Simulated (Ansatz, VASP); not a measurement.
## AlGa3As2: VASP beside Ansatz

The input INCAR:

```
ALGO = Fast
EDIFF = 1E-7
EDIFFG = -0.04
ENCUT = 600
GGA = PE
IBRION = 2
ISIF = 3
ISMEAR = 0
LASPH = True
LCHARG = False
LREAL = False
LWAVE = False
NELM = 100
NSW = 90
PREC = Accurate
SIGMA = 0.1
```

KPOINTS

```
k-points
0
Gamma
  3 3 6
```

File POSCAR:

```
AlGa3As2
1.0
    6.2008390500      0.0000000000      0.0000000000
   -3.1004195300      5.3700841400      0.0000000000
    0.0000000000      0.0000000000      3.3478065300
Al Ga As
1 3 2
Direct
    0.0000000000      0.0000000000      0.0000000000
    0.5000000000      0.5000000000      0.5000000000
    0.5000000000      0.0000000000      0.5000000000
    0.0000000000      0.5000000000      0.5000000000
    0.6666666700      0.3333333300      0.0000000000
    0.3333333300      0.6666666700      0.0000000000
```

Input for Ansatz:

```yaml
crystal:
  lattice:
    - [6.20083905, 0.0, 0.0]
    - [-3.10041953, 5.37008414, 0.0]
    - [0.0, 0.0, 3.34780653]
  atoms:
    - { symbol: Al, position: [0.0, 0.0, 0.0] }
    - { symbol: Ga, position: [0.5, 0.5, 0.5] }
    - { symbol: Ga, position: [0.5, 0.0, 0.5] }
    - { symbol: Ga, position: [0.0, 0.5, 0.5] }
    - { symbol: As, position: [0.66666667, 0.33333333, 0.0] }
    - { symbol: As, position: [0.33333333, 0.66666667, 0.0] }
basis:
  ecutwfc: 420
kpoints:
  mp_grid: { grid: [3, 3, 6] }
hamiltonian:
  xc: pbe
scf:
  occupations: { method: gaussian, width: 0.1 }
  lower_state_search: "off"
output:
  forces: true
  stress: true
  eigenvalues: true
relax:
  adjacent_minimum: "off"
  f_tol: 0.04
  max_steps: 70
  cell: { stress_tol: 0.4 }
```

Change from the starting cell: species swapped into the LaB2Ir3 type (P6/mmm, No. 191).

Alike in both runs: task relaxation of cell and atoms; functional PBE; k mesh 3 × 3 × 6; occupations gaussian, width 0.1 eV; no spin polarisation.

|  | VASP | Ansatz |
| --- | --- | --- |
| version | VASP 6.6.1 | Ansatz 0.2.0 |
| potentials or method | VASP PAW PBE potentials, release 64 (Al, Ga_d, As), cutoff 600 eV | scalar-relativistic, plane waves, PAW |
| valence electrons in the cell | 52 | 72 |

|  | VASP | Ansatz | Ansatz less VASP |
| --- | --- | --- | --- |
| gap on the k mesh at the Fermi level, each at its own relaxed structure (eV) | none | none | - |
| relaxed volume (Å³/atom) | 23.43 | 23.41 | -0.019 |
| relaxed cell length with the largest relative difference (Å) | 3.664 | 3.635 | -0.0285 |

A gap of «none» marks a metal or a gap that the smearing closes. VASP's potentials hold 52 valence electrons a cell and Ansatz's 72, so a difference there can come from the potentials and not from the codes.

The k mesh is coarse, so the values compare programs but aren't converged. Noted on VASP's run: the volume moved by over 15 % at a fixed basis, so the end points are rough.
